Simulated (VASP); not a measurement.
# Ir (Fm-3m) in VASP: notebook

Runs on Ir. Level: PBE. Tasks: relaxation of cell and atoms, single point.

Program: VASP 6.6.1. These are calculated values, not measurements. Logs are shortened: lines on timing, memory, paths and dates and some standing lists are left out, and cuts for length are marked.

### Step 1. The cell of the first run

The structure is cubic, space group Fm-3m (No. 225). Conventional cell: a = 5.632 Å, b = 5.632 Å, c = 5.632 Å, α = 90.00°, β = 90.00°, γ = 90.00°. Ir (site symmetry -43m) has 10 Ir at 2.44 to 2.82 Å within 3.2 Å. Ir (site symmetry m-3m) has 8 Ir at 2.44 Å within 3.2 Å.

The cell was built from a structure type or drawn by symmetry, and may not be a known phase.

### Step 2. Relaxation of cell and atoms, PBE

INCAR reads:

```
  PREC = Accurate
  ENCUT = 600
  EDIFF = 1E-6
  ISMEAR = 0
  SIGMA = 0.1
  LREAL = F
  LASPH = T
  NELM = 60
  ALGO = Normal
  ISIF = 3
  LWAVE = F
  LCHARG = F
  GGA = PE
  IBRION = 2
  NSW = 90
  EDIFFG = -0.04
```

KPOINTS reads:

```
Automatic mesh
0
Gamma
  6 6 6
```

POSCAR reads:

```
Ir
1.0
    0.0000000000      2.8161934300      2.8161934300
    2.8161934300      0.0000000000      2.8161934300
    2.8161934300      2.8161934300      0.0000000000
Ir
3
Direct
    0.2500000000      0.2500000000      0.2500000000
    0.5000000000      0.5000000000      0.5000000000
    0.7500000000      0.7500000000      0.7500000000
```

Potentials or basis: VASP PAW PBE potentials, release 64 (Ir).

On the command line:

```console
cat potpaw_PBE.64/Ir/POTCAR > POTCAR
mpirun -np 1 vasp_std > vasp.out
```

OUTCAR:

```text
PREC = Accurate
   ENCUT = 600
   EDIFF = 1E-6
   ISMEAR = 0
   LREAL = F
   LASPH = T
   NELM = 60
   ISIF = 3
   GGA = PE
   IBRION = 2
   NSW = 90
   EDIFFG = -0.04

 ion  position               nearest neighbor table
   1  0.250  0.250  0.250-   2 2.44   2 2.44   2 2.44   2 2.44   3 2.82   3 2.82   3 2.82   3 2.82
                             3 2.82   3 2.82
   2  0.500  0.500  0.500-   1 2.44   1 2.44   1 2.44   1 2.44   3 2.44   3 2.44   3 2.44   3 2.44

   3  0.750  0.750  0.750-   2 2.44   2 2.44   2 2.44   2 2.44   1 2.82   1 2.82   1 2.82   1 2.82
                             1 2.82   1 2.82

  LATTYP: Found a face centered cubic cell.
 ALAT       =     5.6323868600

  Lattice vectors:

 A1 = (   0.0000000000,   2.8161934300,   2.8161934300)
 A2 = (   2.8161934300,   0.0000000000,   2.8161934300)
 A3 = (   2.8161934300,   2.8161934300,   0.0000000000)

Analysis of symmetry for initial positions (statically):
=====================================================================
 Subroutine PRICEL returns:
 Original cell was already a primitive cell.

 Routine SETGRP: Setting up the symmetry group for a
 face centered cubic supercell.

 Subroutine GETGRP returns: Found 48 space group operations
 (whereof 48 operations were pure point group operations)
 out of a pool of 48 trial point group operations.

The static configuration has the point symmetry O_h .

Analysis of symmetry for dynamics (positions and initial velocities):
=====================================================================
 Subroutine PRICEL returns:
 Original cell was already a primitive cell.

 Routine SETGRP: Setting up the symmetry group for a
 face centered cubic supercell.

 Subroutine GETGRP returns: Found 48 space group operations
 (whereof 48 operations were pure point group operations)
 out of a pool of 48 trial point group operations.

The dynamic configuration has the point symmetry O_h .

 Subroutine INISYM returns: Found 48 space group operations
 (whereof 48 operations are pure point group operations),
 and found     1 'primitive' translations

----------------------------------------------------------------------------------------

                                     Primitive cell

  volume of cell :      44.6702

  direct lattice vectors                    reciprocal lattice vectors
     0.000000000  2.816193430  2.816193430    -0.177544623  0.177544623  0.177544623
     2.816193430  0.000000000  2.816193430     0.177544623 -0.177544623  0.177544623
     2.816193430  2.816193430  0.000000000     0.177544623  0.177544623 -0.177544623

  length of vectors
     3.982698943  3.982698943  3.982698943     0.307516307  0.307516307  0.307516307

  position of ions in fractional coordinates (direct lattice)
     0.250000000  0.250000000  0.250000000
     0.500000000  0.500000000  0.500000000
     0.750000000  0.750000000  0.750000000

  ion indices of the primitive-cell ions
   primitive index   ion index
                 1           1
                 2           2
                 3           3

----------------------------------------------------------------------------------------

 KPOINTS: Automatic mesh

Automatic generation of k-mesh.
 Grid dimensions read from file:
 generate k-points for:    6    6    6

 Generating k-lattice:

  Cartesian coordinates                     Fractional coordinates (reciprocal lattice)
    -0.029590770  0.029590770  0.029590770     0.166666667  0.000000000  0.000000000
     0.029590770 -0.029590770  0.029590770     0.000000000  0.166666667  0.000000000
     0.029590770  0.029590770 -0.029590770     0.000000000  0.000000000  0.166666667

  Length of vectors
     0.051252718  0.051252718  0.051252718

  Shift w.r.t. Gamma in fractional coordinates (k-lattice)
     0.000000000  0.000000000  0.000000000

 Subroutine IBZKPT returns following result:
 ===========================================

 Found     16 irreducible k-points:

 Following reciprocal coordinates:
            Coordinates               Weight
  0.000000  0.000000  0.000000      1.000000
  0.166667  0.000000  0.000000      8.000000
  0.333333  0.000000  0.000000      8.000000
  0.500000  0.000000  0.000000      4.000000
  0.166667  0.166667  0.000000      6.000000
  0.333333  0.166667  0.000000     24.000000
[... 8 lines left out ...]
 -0.333333  0.333333  0.166667     24.000000
 -0.333333  0.500000  0.166667     12.000000
   k-points           NKPTS =     16   k-points in BZ     NKDIM =     16   number of bands    NBANDS=     17
   number of dos      NEDOS =    301   number of ions     NIONS =      3
   total plane-waves  NPLWV =  32768
   dimension x,y,z NGX =    32 NGY =   32 NGZ =   32
   dimension x,y,z NGXF=    64 NGYF=   64 NGZF=   64
   ions per type =               3
   NGX,Y,Z   is equivalent  to a cutoff of  13.36, 13.36, 13.36 a.u.
   NGXF,Y,Z  is equivalent  to a cutoff of  26.71, 26.71, 26.71 a.u.
 SYSTEM =  unknown system
[... 53 lines left out ...]
  ---------------------------------------------------
  ext. energy  EPLUGINS =         0.00000000
  ---------------------------------------------------
  free energy    TOTEN  =       -23.40190169 eV

  energy without entropy =      -23.38222095  energy(sigma->0) =      -23.39206132

------------------------ aborting loop because EDIFF is reached ----------------------------------------

  FORCE on cell =-STRESS in cart. coord.  units (eV):
  Direction    XX          YY          ZZ          XY          YZ          ZX
  --------------------------------------------------------------------------------------
  -------------------------------------------------------------------------------------
  Total       15.8732450     15.8732450     15.8732450      0.0000000     -0.0000000      0.0000000
  in kB      569.3231769    569.3231769    569.3231769      0.0000000     -0.0000000      0.0000000
  external PRESSURE =     569.3231769 kB  Pullay stress =       0.0000000 kB

 VOLUME and BASIS-vectors are now :
 -----------------------------------------------------------------------------
  energy-cutoff  :      600.00
  volume of cell :       44.67
      direct lattice vectors                 reciprocal lattice vectors
     0.000000000  2.816193430  2.816193430    -0.177544623  0.177544623  0.177544623
     2.816193430  0.000000000  2.816193430     0.177544623 -0.177544623  0.177544623
     2.816193430  2.816193430  0.000000000     0.177544623  0.177544623 -0.177544623

 POSITION                                       TOTAL-FORCE (eV/Angst)
 -----------------------------------------------------------------------------------
      1.40810      1.40810      1.40810        -0.000000     -0.000000     -0.000000
      2.81619      2.81619      2.81619        -0.000000      0.000000     -0.000000
      4.22429      4.22429      4.22429         0.000000      0.000000      0.000000
 -----------------------------------------------------------------------------------
    total drift:                               -0.000000      0.000000      0.000000

  FREE ENERGIE OF THE ION-ELECTRON SYSTEM (eV)
  ---------------------------------------------------
  free  energy   TOTEN  =       -23.4019016932 eV

  energy  without entropy=      -23.3822209509  energy(sigma->0) =      -23.39206132

--------------------------------------- Ionic step        2  -------------------------------------------

 number of electron      27.0000005 magnetization

 E-fermi :   1.6644     XC(G=0):  -9.7133

 val. band max:        1.6340303214   @ k =   0.5000   0.1667   0.0000
 cond. band min:       1.6892062765   @ k =   0.5000   0.3333   0.1667
 fundamental gap:      0.0551759551
 Fermi energy:         1.6643564712

 k-point     1 :       0.0000    0.0000    0.0000
  band No.  band energies     occupation
      1      -3.7702      2.00000
      2      -0.9924      2.00000
      3      -0.9924      2.00000
      4      -0.3946      2.00000
      5      -0.3946      2.00000
      6      -0.3946      2.00000
[... 9 lines left out ...]
     16       1.8154      0.03265
     17       5.6943      0.00000
[... 394 lines left out ...]
 POSITION                                       TOTAL-FORCE (eV/Angst)
 -----------------------------------------------------------------------------------
      1.48616      1.48616      1.48616         0.000000      0.000000     -0.000000
      2.97231      2.97231      2.97231         0.000000     -0.000000      0.000000
      4.45847      4.45847      4.45847        -0.000000      0.000000      0.000000
 -----------------------------------------------------------------------------------
    total drift:                               -0.000000      0.000000      0.000000

  FREE ENERGIE OF THE ION-ELECTRON SYSTEM (eV)
  ---------------------------------------------------
  free  energy   TOTEN  =       -24.5243753023 eV

  energy  without entropy=      -24.4960467164  energy(sigma->0) =      -24.51021101

--------------------------------------- Ionic step        5  -------------------------------------------

 number of electron      26.9999998 magnetization

 Free energy of the ion-electron system (eV)
  ---------------------------------------------------
  ext. energy  EPLUGINS =         0.00000000
  ---------------------------------------------------
  free energy    TOTEN  =       -24.52776968 eV

  energy without entropy =      -24.49963722  energy(sigma->0) =      -24.51370345

 E-fermi :   7.4519     XC(G=0): -12.5345

 val. band max:        7.4478954144   @ k =  -0.3333   0.3333   0.1667
 cond. band min:       7.4668844853   @ k =   0.1667   0.1667   0.0000
 fundamental gap:      0.0189890709
 Fermi energy:         7.4518513954

 k-point     1 :       0.0000    0.0000    0.0000
  band No.  band energies     occupation
      1      -1.9270      2.00000
      2       1.2451      2.00000
      3       1.2451      2.00000
      4       3.0353      2.00000
      5       3.0353      2.00000
      6       3.0353      2.00000
[... 9 lines left out ...]
     16       7.9447      0.00000
     17      15.4396      0.00000
[... 320 lines left out ...]
 POSITION                                       TOTAL-FORCE (eV/Angst)
 -----------------------------------------------------------------------------------
      1.48160      1.48160      1.48160         0.000000      0.000000      0.000000
      2.96320      2.96320      2.96320        -0.000000     -0.000000     -0.000000
      4.44480      4.44480      4.44480        -0.000000     -0.000000     -0.000000
 -----------------------------------------------------------------------------------
    total drift:                               -0.000000      0.000000      0.000000

  FREE ENERGIE OF THE ION-ELECTRON SYSTEM (eV)
  ---------------------------------------------------
  free  energy   TOTEN  =       -24.5277696834 eV

  energy  without entropy=      -24.4996372196  energy(sigma->0) =      -24.51370345

 reached required accuracy - stopping structural energy minimisation
```

It took 33 s on 1 thread of Intel Xeon 6975P-C (Granite Rapids), shared host; peak memory 0.18 GiB.

Results:

```yaml
Free_energy: -24.5278 eV
Relaxed_volume: 17.35 Å³/atom
Relaxed_cell: a = 4.191 Å, b = 4.191 Å, c = 4.191 Å, α = 60.00°, β = 60.00°, γ = 60.00°
Space_group_after_relaxing_to_0.1_Å: Fm-3m (No. 225)
Pressure_after_relaxing: 0.0 GPa
Band_gap_on_the_k_mesh: zero (an odd number of electrons rules out a gap without spin polarisation)
```

Final structure:
```
Ir
1.0
     0.00000    2.96320    2.96320
     2.96320    0.00000    2.96320
     2.96320    2.96320    0.00000
Ir
3
Direct
  0.25000 0.25000 0.25000
  0.50000 0.50000 0.50000
  0.75000 0.75000 0.75000
```

Levels at points of the mesh, in eV from the Fermi level:
| k point | band 11 | band 12 | band 13 | band 14 | band 15 | band 16 |
| --- | --- | --- | --- | --- | --- | --- |
| (0.00, 0.00, 0.00) | -0.13 | 0.08 | 0.08 | 0.08 | 0.49 | 0.49 |
| (0.50, 0.00, 0.00) | -2.39 | -2.12 | -0.31 | -0.31 | 0.61 | 0.61 |
| (0.50, 0.50, 0.00) | -0.86 | -0.68 | 0.39 | 1.02 | 1.02 | 1.03 |

Caveat: the volume moved by over 15 % at a fixed basis, so the end points are rough; spin-orbit coupling is left out, which moves the levels of the heavy elements.

### Step 3. Single point, PBE, collinear spin

This run uses another cell than the first one, of 17.32 Å³/atom.

INCAR reads:

```
SYSTEM = Ir
PREC = Accurate
ENCUT = 520
EDIFF = 1E-7
ISMEAR = 0
SIGMA = 0.1
LREAL = .FALSE.
LASPH = .TRUE.
NELM = 150
ALGO = Fast
ISIF = 2
LWAVE = .FALSE.
LCHARG = .FALSE.
ISPIN = 2
MAGMOM = 1 1 1
LORBIT = 11
LMAXMIX = 4
GGA = PE
NBANDS = 24
```

KPOINTS reads:

```
regular mesh
0
G
  6 6 6
  0 0 0
```

POSCAR reads:

```
Ir
1.0
    0.0000000000      2.9620173100      2.9620173100
    2.9620173100      0.0000000000      2.9620173100
    2.9620173100      2.9620173100      0.0000000000
Ir
3
Direct
    0.2500000000      0.2500000000      0.2500000000
    0.5000000000      0.5000000000      0.5000000000
    0.7500000000      0.7500000000      0.7500000000
```

Potentials or basis: VASP PAW PBE potentials, release 64 (Ir).

On the command line:

```console
cat potpaw_PBE.64/Ir/POTCAR > POTCAR
mpirun -np 1 vasp_std > vasp.out
```

Run time: 28 s. Hardware: 1 thread of Intel Xeon 6975P-C (Granite Rapids), shared host; peak memory 0.21 GiB.

Results (log left out):

```
Free energy                                           : -24.5282 eV
Pressure                                              : 0.3 GPa
Net moment                                            : 0.00 μB per cell
Valence electrons inside the program's atomic spheres : Ir 8.16, 8.51 (each value once)
```

Levels at points of the mesh, in eV from the Fermi level:
Spin up:
```tsv
k point	band 11	band 12	band 13	band 14	band 15	band 16
(0.00, 0.00, 0.00)	-0.13	0.08	0.08	0.08	0.49	0.49
(0.50, 0.00, 0.00)	-2.40	-2.12	-0.31	-0.31	0.61	0.61
(0.50, 0.50, 0.00)	-0.86	-0.68	0.39	1.02	1.02	1.03
```
Spin down:
| k point | band 9 | band 10 | band 11 | band 12 | band 13 | band 14 | band 15 | band 16 | band 17 | band 18 |
| --- | --- | --- | --- | --- | --- | --- | --- | --- | --- | --- |
| (0.00, 0.00, 0.00) | -4.40 | -0.13 | -0.13 | 0.08 | 0.08 | 0.08 | 0.49 | 0.49 | 7.97 | 8.00 |
| (0.50, 0.00, 0.00) | -3.31 | -2.40 | -2.40 | -2.12 | -0.31 | -0.31 | 0.61 | 0.61 | 1.75 | 8.20 |
| (0.50, 0.50, 0.00) | -2.39 | -2.39 | -0.86 | -0.68 | 0.39 | 1.02 | 1.02 | 1.03 | 1.52 | 1.52 |

Caveat: spin-orbit coupling is left out, which moves the levels of the heavy elements.

### Step 4. Single point, PBE

This run uses another cell than the first one, of 17.34 Å³/atom.

INCAR reads:

```
SYSTEM = Ir
ALGO     = Normal         ! electronic algorithm
EDIFF    = 1E-7           ! SCF threshold, eV
ENCUT    = 520            ! plane-wave cutoff, eV
GGA      = PE             ! functional
ISIF     = 2              ! what is computed and relaxed
ISMEAR   = 0              ! smearing method
LASPH    = .TRUE.         ! aspherical terms in the spheres
LCHARG   = .FALSE.        ! write CHGCAR
LREAL    = .FALSE.        ! projectors in reciprocal space
LWAVE    = .FALSE.        ! write WAVECAR
NBANDS   = 20             ! bands
NELM     = 80             ! most SCF steps
PREC     = Accurate       ! precision mode
SIGMA    = 0.1            ! smearing width, eV
```

KPOINTS reads:

```
k-points
0
G
  14 14 14
  0 0 0
```

POSCAR reads:

```
Ir
1.0
    0.0000000000      2.9626424029      2.9626424029
    2.9626424029      0.0000000000      2.9626424029
    2.9626424029      2.9626424029      0.0000000000
Ir
3
Direct
    0.2500000000      0.2500000000      0.2500000000
    0.5000000000      0.5000000000      0.5000000000
    0.7500000000      0.7500000000      0.7500000000
```

On the command line:

```console
cat potpaw_PBE.64/Ir/POTCAR > POTCAR
mpirun -np 1 vasp_std > vasp.out
```

It took 34 s on 1 thread of Intel Xeon 6975P-C (Granite Rapids), shared host; peak memory 0.22 GiB.

The run converged. Its results:

```
Free energy            : -24.5052 eV
Pressure               : 0.3 GPa
Band gap on the k mesh : zero (an odd number of electrons rules out a gap without spin polarisation)
```

Levels at points of the mesh, in eV from the Fermi level:
| k point | band 12 | band 13 | band 14 | band 15 | band 16 | band 17 |
| --- | --- | --- | --- | --- | --- | --- |
| (0.00, 0.00, 0.00) | 0.11 | 0.11 | 0.11 | 0.52 | 0.52 | 7.99 |
| (0.50, 0.00, 0.00) | -2.09 | -0.29 | -0.29 | 0.64 | 0.64 | 1.77 |
| (0.50, 0.50, 0.00) | -0.65 | 0.42 | 1.04 | 1.04 | 1.05 | 1.54 |

Caveat: spin-orbit coupling is left out, which moves the levels of the heavy elements.

### Step 5. Relaxation of cell and atoms, PBE

This run uses another cell than the first one, of 17.32 Å³/atom.

INCAR reads:

```
SYSTEM = Ir
PREC = Accurate
ENCUT = 600
EDIFF = 1E-6
ISMEAR = 0
SIGMA = 0.1
LREAL = .FALSE.
LASPH = .TRUE.
NELM = 60
ALGO = Fast
ISIF = 3
LWAVE = .FALSE.
LCHARG = .FALSE.
GGA = PE
IBRION = 2
NSW = 100
EDIFFG = -0.01
```

KPOINTS reads:

```
regular mesh
0
G
  14 14 14
  0 0 0
```

POSCAR reads:

```
Ir
1.0
    0.0000000000      2.9620173100      2.9620173100
    2.9620173100      0.0000000000      2.9620173100
    2.9620173100      2.9620173100      0.0000000000
Ir
3
Direct
    0.2500000000      0.2500000000      0.2500000000
    0.5000000000      0.5000000000      0.5000000000
    0.7500000000      0.7500000000      0.7500000000
```

On the command line:

```console
cat potpaw_PBE.64/Ir/POTCAR > POTCAR
mpirun -np 1 vasp_std > vasp.out
```

It took 2.1 min on 1 thread of Intel Xeon 6975P-C (Granite Rapids), shared host; peak memory 0.27 GiB.

The run converged. Its results:

* Free energy: -24.5056 eV
* Relaxed volume: 17.36 Å³/atom
* Relaxed cell: a = 4.192 Å, b = 4.192 Å, c = 4.192 Å, α = 60.00°, β = 60.00°, γ = 60.00°
* Space group after relaxing (to 0.1 Å): Fm-3m (No. 225)
* Energy gained by relaxing: 0.1 meV/atom
* Ionic steps: 3
* Pressure after relaxing: 0.0 GPa
* Band gap on the k mesh: zero (an odd number of electrons rules out a gap without spin polarisation)

The path:
```csv
step,energy change (eV),largest force (eV/Å),pressure (GPa),volume (Å³)
1,0.0000,0.0000,0.51,51.97
2,0.0014,0.0000,-1.51,52.39
3,-0.0002,0.0000,-0.02,52.07
```

Final structure:
```xyz
3
Lattice="0.0000 2.9639 2.9639 2.9639 0.0000 2.9639 2.9639 2.9639 0.0000" Properties=species:S:1:pos:R:3 pbc="T T T"
Ir    1.4820    1.4820    1.4820
Ir    2.9639    2.9639    2.9639
Ir    4.4459    4.4459    4.4459
```

Levels at points of the mesh, in eV from the Fermi level:
```
           k point  band 10  band 11  band 12  band 13  band 14  band 15  band 16  band 17
(0.00, 0.00, 0.00)    -0.11    -0.11     0.11     0.11     0.11     0.52     0.52     8.00
(0.50, 0.00, 0.00)    -2.36    -2.36    -2.09    -0.28    -0.28     0.64     0.64     1.77
(0.50, 0.50, 0.00)    -2.35    -0.83    -0.65     0.42     1.04     1.05     1.54     1.54
```

Caveat: spin-orbit coupling is left out, which moves the levels of the heavy elements.

### Step 6. Summary

| task | spin | cell | k mesh | cutoff (eV) | gap on the mesh (eV) | pressure (GPa) | relaxed volume (Å³/atom) |
| --- | --- | --- | --- | --- | --- | --- | --- |
| relaxation of cell and atoms | off | relaxed from a = 3.983 Å, angles 60.0°, 3 atoms | 6 × 6 × 6 | 600 | none | 0.0 | 17.35 |
| single point | collinear | a = 4.189 Å, angles 60.0°, 3 atoms | 6 × 6 × 6 | 520 | none | 0.3 | - |
| single point | off | a = 4.190 Å, angles 60.0°, 3 atoms | 14 × 14 × 14 | 520 | none | 0.3 | - |
| relaxation of cell and atoms | off | relaxed from a = 4.189 Å, angles 60.0°, 3 atoms | 14 × 14 × 14 | 600 | none | 0.0 | 17.36 |

Alike in all rows: level PBE; potentials or basis VASP PAW PBE potentials, release 64 (Ir); smearing gaussian 0.1 eV.

Caveats: spin-orbit coupling is left out, which moves the levels of the heavy elements; the volume moved by over 15 % at a fixed basis, so the end points are rough (at least some runs).

Absolute energies hang on the potentials; compare differences alone.
